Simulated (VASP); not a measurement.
Write the native input for VASP 6.6.1 that does the following.

* Task: single point
* Functional: PBE
* Potentials or basis: VASP PAW PBE potentials, release 64 (Al, Ni)
* Cutoff: 520 eV
* k mesh: 8 × 8 × 4
* Occupations: gaussian, width 0.2 eV
* Spin: no spin polarisation
* Dipole correction: no
* Further INCAR settings: ALGO = Fast; EDIFF = 1e-06; NBANDS = 21

The structure of AlNi lies in POSCAR:

```
AlNi
1.0
    0.0005557780      0.0004969765     -2.8958656276
   -0.0012320771     -2.9007362756      0.0004854217
   -5.7737654783     -0.0026629261      0.0015491330
Al Ni
2 2
Direct
    0.0000146198     -0.0000664511      1.0000011923
   -0.0000508723      0.0001115300      0.5000129620
    0.4999482574      0.4999828730      0.7499565692
    0.5000879951      0.4999720481      0.2500292765
```

These files were run (other wordings do the same):

INCAR

```
SYSTEM = AlNi
  PREC = Accurate
  ENCUT = 520
  EDIFF = 1E-6
  ISMEAR = 0
  SIGMA = 0.2
  LREAL = .False.
  LASPH = .True.
  NELM = 100
  ALGO = Fast
  ISIF = 2
  LWAVE = .False.
  LCHARG = .True.
  GGA = PE
  LELF = .True.
  LVHAR = .True.
  NBANDS = 21
```

KPOINTS

```
Automatic mesh
0
Gamma
  8 8 4
  0 0 0
```

Potentials or basis: VASP PAW PBE potentials, release 64 (Al, Ni).

Run with:

```sh
$ cat potpaw_PBE.64/Al/POTCAR potpaw_PBE.64/Ni/POTCAR > POTCAR
$ mpirun -np 1 vasp_std > vasp.out
```

Results of the run:

The pressure is -0.6 GPa. The band gap on the k mesh is zero (bands 13 and 14 overlap by 2.92 eV).

Run time: 4.2 min on 1 thread of AMD EPYC 7R13, on a shared host, peak memory 0.25 GiB.
